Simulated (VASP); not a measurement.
A run of VASP 6.6.1:

INCAR

```
PREC = Accurate
ENCUT = 500
EDIFF = 1E-6
ISMEAR = 0
SIGMA = 0.15
LREAL = False
LASPH = True
NELM = 120
ALGO = Normal
ISIF = 2
LWAVE = False
LCHARG = True
LELF = True
LVHAR = True
NBANDS = 16
GGA_COMPAT = False
```

File KPOINTS:

```
Automatic mesh
0
Gamma
  12 12 12
```

The input POSCAR:

```
SbPb
1.0
    0.0000000000      3.1014417525      3.1014417525
    3.1014417525      0.0000000000      3.1014417525
    3.1014417525      3.1014417525      0.0000000000
Sb Pb
1 1
Direct
    0.5000000000      0.5000000000      0.5000000000
    0.0000000000      0.0000000000      0.0000000000
```

Potentials or basis: VASP PAW LDA potentials, release 64 (Sb, Pb_d).

Launch:

```console
$ cat potpaw_LDA.64/Sb/POTCAR potpaw_LDA.64/Pb_d/POTCAR > POTCAR
$ mpirun -np 1 vasp_std > vasp.out
```

Hardware: 1 thread of Intel Xeon 8259CL (shared host).

Task: Estimate the wall time of this run.

Result: It took 35 s on 1 thread of Intel Xeon 8259CL, on a shared host, peak memory 0.2 GiB. Counts: scf iterations 11, k points 72.
